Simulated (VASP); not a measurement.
# BP in VASP: single point with PBE

Aim: the single point of BP with PBE.

Program: VASP 6.6.1. These are calculated values, not measurements. Logs are shortened: lines on timing, memory, paths and dates and some standing lists are left out, and cuts for length are marked.

## 1. The cell of the first run

The cell holds a sheet with vacuum, 2 atoms: a = 3.214 Å, b = 3.214 Å, c = 23.800 Å, α = 90.00°, β = 90.00°, γ = 120.00°.

## 2. Single point, PBE

INCAR reads:

```
SYSTEM = BP
PREC     = Accurate       ! precision mode
ENCUT    = 420            ! plane-wave cutoff, eV
EDIFF    = 1E-6           ! SCF threshold, eV
ISMEAR   = 0              ! smearing method
SIGMA    = 0.03           ! smearing width, eV
LREAL    = .False.        ! projectors in reciprocal space
LASPH    = .True.         ! aspherical terms in the spheres
NELM     = 120            ! most SCF steps
ALGO     = Normal         ! electronic algorithm
ISIF     = 2              ! what is computed and relaxed
LWAVE    = .False.        ! write WAVECAR
LCHARG   = .False.        ! write CHGCAR
LDIPOL   = .True.       
IDIPOL   = 3            
DIPOL    = 0.5 0.5 0.294
GGA      = PE             ! functional
NBANDS   = 11             ! bands
GGA_COMPAT= .False.      
NELMDL   = -8
```

KPOINTS reads:

```
regular mesh
0
Gamma
  12 12 1
  0 0 0
```

POSCAR reads:

```
BP
1.0
    3.2137291972      0.0000000000      0.0000000000
   -1.6068645986      2.7831711256      0.0000000000
    0.0000000000      0.0000000000     23.8000000000
B P
1 1
Direct
    0.3333333333      0.6666666667      0.2941176471
    0.6666666667      0.3333333333      0.2941176471
```

Potentials or basis: VASP PAW PBE potentials, release 64 (B, P).

Started as:

```
> cat potpaw_PBE.64/B/POTCAR potpaw_PBE.64/P/POTCAR > POTCAR
> mpirun -np 1 vasp_std > vasp.out
```

OUTCAR:

```text
SYSTEM = BP
   PREC = Accurate
   ENCUT = 420
   EDIFF = 1E-6
   ISMEAR = 0
   LREAL = .False.
   LASPH = .True.
   NELM = 120
   ISIF = 2
   GGA = PE
   NELMDL = -8

 ion  position               nearest neighbor table
   1  0.333  0.667  0.294-   2 1.86   2 1.86   2 1.86
   2  0.667  0.333  0.294-   1 1.86   1 1.86   1 1.86

  LATTYP: Found a hexagonal cell.
 ALAT       =     3.2137291972
 C/A-ratio  =     7.4057266620

  Lattice vectors:

 A1 = (   3.2137291972,   0.0000000000,   0.0000000000)
 A2 = (  -1.6068645986,   2.7831711256,   0.0000000000)
 A3 = (   0.0000000000,   0.0000000000,  23.8000000000)

Analysis of symmetry for initial positions (statically):
=====================================================================
 Subroutine PRICEL returns:
 Original cell was already a primitive cell.

 Routine SETGRP: Setting up the symmetry group for a
 hexagonal supercell.

 Subroutine GETGRP returns: Found 12 space group operations
 (whereof  6 operations were pure point group operations)
 out of a pool of 24 trial point group operations.

The static configuration has the point symmetry C_3v.
 The point group associated with its full space group is D_3h.

Analysis of symmetry for dynamics (positions and initial velocities):
=====================================================================
 Subroutine PRICEL returns:
 Original cell was already a primitive cell.

 Routine SETGRP: Setting up the symmetry group for a
 hexagonal supercell.

 Subroutine GETGRP returns: Found 12 space group operations
 (whereof  6 operations were pure point group operations)
 out of a pool of 24 trial point group operations.

The dynamic configuration has the point symmetry C_3v.
 The point group associated with its full space group is D_3h.

 Subroutine INISYM returns: Found 12 space group operations
 (whereof  6 operations are pure point group operations),
 and found     1 'primitive' translations

----------------------------------------------------------------------------------------

                                     Primitive cell

  volume of cell :     212.8757

  direct lattice vectors                    reciprocal lattice vectors
     3.213729197  0.000000000  0.000000000     0.311164986  0.179651188  0.000000000
    -1.606864599  2.783171126  0.000000000     0.000000000  0.359302377  0.000000000
     0.000000000  0.000000000 23.800000000     0.000000000  0.000000000  0.042016807

  length of vectors
     3.213729197  3.213729197 23.800000000     0.359302377  0.359302377  0.042016807
[... 91 lines left out ...]
   EFERMI_NEDOS =   21; number of points for ismear=-14 and -15
   IALGO  =     38    algorithm
   IMIX   =      4    mixing-type and parameters
     AMIX     =   0.40;   BMIX     =  1.00
     AMIX_MAG =   1.60;   BMIX_MAG =  1.00
  volume/ion in A,a.u.               =     106.44       718.28
  Fermi-wavevector in a.u.,A,eV,Ry     =   0.548356  1.036243  4.091198  0.300695
  Thomas-Fermi vector in A             =   1.579011
   LORBIT       =      0    0 simple, 1 ext, 2 COOP (PROOUT), +10 PAW based schemes
   GGA     = PE    functional components
   LHFCALC =     F    Hartree Fock is set to
   AEXX    =    0.0000 exact exchange contribution
   IVDW    =     0    specifies the selected vdW correction
   LEPSILON=     F    determine dielectric tensor
   LRPA    =     F    only Hartree local field effects (RPA)
 non-spin polarized calculation
 Gauss-broadening in eV      SIGMA  =   0.03
  energy-cutoff  :      420.00
  volume of cell :      212.88
 maximum number of plane-waves:      4207
 NGX is ok and might be reduce to    24
   NGX = 11   NGY = 11   NGZ = 79

 dipolmoment           0.000000      0.000000     -0.000000 electrons x Angstroem

 number of electron       8.0000001 magnetization

 dipolmoment           0.000000      0.000000      0.000001 electrons x Angstroem

 Free energy of the ion-electron system (eV)
  ---------------------------------------------------
  ext. energy  EPLUGINS =         0.00000000
  ---------------------------------------------------
  free energy    TOTEN  =       -12.17118663 eV

  energy without entropy =      -12.17118663  energy(sigma->0) =      -12.17118663

 E-fermi :  -3.6395     XC(G=0):  -1.8122

 val. band max:       -3.7822115802   @ k =   0.3333   0.3333   0.0000
 cond. band min:      -2.8742646550   @ k =   0.3333   0.3333   0.0000
 fundamental gap:      0.9079469253
 Fermi energy:        -3.6394603203

 k-point     1 :       0.0000    0.0000    0.0000
  band No.  band energies     occupation
      1     -17.4481      2.00000
      2      -7.9120      2.00000
      3      -5.4245      2.00000
      4      -5.4245      2.00000
      5      -0.0076      0.00000
      6       0.8856      0.00000
      7       0.8856      0.00000
      8       1.1148      0.00000
      9       1.3940      0.00000
     10       1.8047      0.00000
     11       2.0265      0.00000
[... 239 lines left out ...]
 k-point    19 :       0.3333    0.3333    0.0000
  band No.  band energies     occupation
      1     -14.0252      2.00000
      2     -11.6746      2.00000
      3     -10.0244      2.00000
      4      -3.7822      2.00000
      5      -2.8743      0.00000
      6       2.6214      0.00000
      7       3.5149      0.00000
      8       4.7123      0.00000
      9       5.8142      0.00000
     10       6.8359      0.00000
     11       6.9291      0.00000

------------------------ aborting loop because EDIFF is reached ----------------------------------------

 vacuum level on the upper side and lower side of the slab       (xc-potential included)        -0.009        -0.008

  FORCE on cell =-STRESS in cart. coord.  units (eV):
  Direction    XX          YY          ZZ          XY          YZ          ZX
  --------------------------------------------------------------------------------------
  -------------------------------------------------------------------------------------
  Total       -0.0367785     -0.0367785     -0.0039696     -0.0000000      0.0000000     -0.0000000
  in kB       -0.2768077     -0.2768077     -0.0298768     -0.0000000      0.0000000     -0.0000000
  external PRESSURE =      -0.1944974 kB  Pullay stress =       0.0000000 kB

 VOLUME and BASIS-vectors are now :
 -----------------------------------------------------------------------------
  energy-cutoff  :      420.00
  volume of cell :      212.88
      direct lattice vectors                 reciprocal lattice vectors
     3.213729197  0.000000000  0.000000000     0.311164986  0.179651188  0.000000000
    -1.606864599  2.783171126  0.000000000     0.000000000  0.359302377  0.000000000
     0.000000000  0.000000000 23.800000000     0.000000000  0.000000000  0.042016807

 POSITION                                       TOTAL-FORCE (eV/Angst)
 -----------------------------------------------------------------------------------
     -0.00000      1.85545      7.00000         0.000000     -0.000000     -0.000000
      1.60686      0.92772      7.00000        -0.000000      0.000000      0.000000
 -----------------------------------------------------------------------------------
    total drift:                               -0.000000      0.000000      0.000001

  FREE ENERGIE OF THE ION-ELECTRON SYSTEM (eV)
  ---------------------------------------------------
  free  energy   TOTEN  =       -12.1711866265 eV

  energy  without entropy=      -12.1711866265  energy(sigma->0) =      -12.17118663

 vacuum level on the upper side and lower side of the slab         1.336         1.336
```

Run time: 40 s. Hardware: 1 thread of AMD EPYC 9R45 (Zen 5), shared host; peak memory 0.26 GiB.

Results:

| Quantity | Value |
| --- | --- |
| Free energy | -12.1712 eV |
| Band gap on the k mesh | 0.91 eV |
